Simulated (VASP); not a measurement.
A run of VASP 6.6.1 is set up as follows.

The input INCAR:

```
SYSTEM = InAs
ALGO = Normal
EDIFF = 1E-6
ENCUT = 520
GGA = PE
ISIF = 2
ISMEAR = 0
LASPH = .True.
LCHARG = .False.
LREAL = .False.
LWAVE = .False.
NBANDS = 16
NELM = 60
PREC = Accurate
SIGMA = 0.15
```

Contents of KPOINTS:

```
k-points
0
Gamma
  14 14 14
  0 0 0
```

The input POSCAR:

```
InAs
1.0
    0.0000000000      3.0240000000      3.1147200000
    3.0240000000      0.0000000000      3.1147200000
    3.0240000000      3.0240000000      0.0000000000
In As
1 1
Direct
    0.0000000000      0.0000000000      0.0000000000
    0.7500000000      0.7500000000      0.7500000000
```

Potentials or basis: VASP PAW PBE potentials, release 64 (In_d, As).

Command:

```sh
$ cat potpaw_PBE.64/In_d/POTCAR potpaw_PBE.64/As/POTCAR > POTCAR
$ mpirun -np 1 vasp_std > vasp.out
```

(1) What does it give for the pressure?

(2) What does it give for the band gap on the k mesh?

Results:

(1) 2.1 GPa.

(2) zero (filled and empty bands touch).

Caveat: the cell differs from its parent crystal (strain +0.0300 x Voigt [0, 0, 1, 0, 0, 0]); spin-orbit coupling is left out, which moves the levels of the heavy elements.
